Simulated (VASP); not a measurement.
A run of VASP 6.6.1 is set up as follows.

Contents of INCAR:

```
SYSTEM = Al4O
PREC = Accurate ; ENCUT = 520
EDIFF = 1E-7 ; ISMEAR = 0
SIGMA = 0.1 ; LREAL = .FALSE.
LASPH = .TRUE. ; NELM = 60
ALGO = Normal ; ISIF = 2
LWAVE = .FALSE. ; LCHARG = .TRUE.
GGA = PE ; LELF = .TRUE.
LVHAR = .TRUE. ; NBANDS = 17
```

File KPOINTS:

```
Automatic mesh
0
G
  10 10 6
  0 0 0
```

Contents of POSCAR:

```
Al4O
1.0
    3.7854483324      0.0000000000      0.0000000000
    0.0000000000      3.7854483324      0.0000000000
    0.0000000000      0.0000000000      5.9251258023
Al O
4 1
Direct
    0.5000000000      0.0000000000      0.2705201992
    0.0000000000      0.5000000000      0.7294798008
    0.5000000000      0.0000000000      0.7294798008
    0.0000000000      0.5000000000      0.2705201992
    0.0000000000      0.0000000000      0.0000000000
```

Potentials or basis: VASP PAW PBE potentials, release 64 (Al, O).

Launch:

```console
$ cat potpaw_PBE.64/Al/POTCAR potpaw_PBE.64/O/POTCAR > POTCAR
$ mpirun -np 1 vasp_std > vasp.out
```

(1) What does it give for the pressure?

(2) Estimate the band gap on the k mesh.

Results:

(1) -0.1 GPa.

(2) zero (band 9 reaches 7.63 eV, above the bottom of band 10 at 4.77 eV).
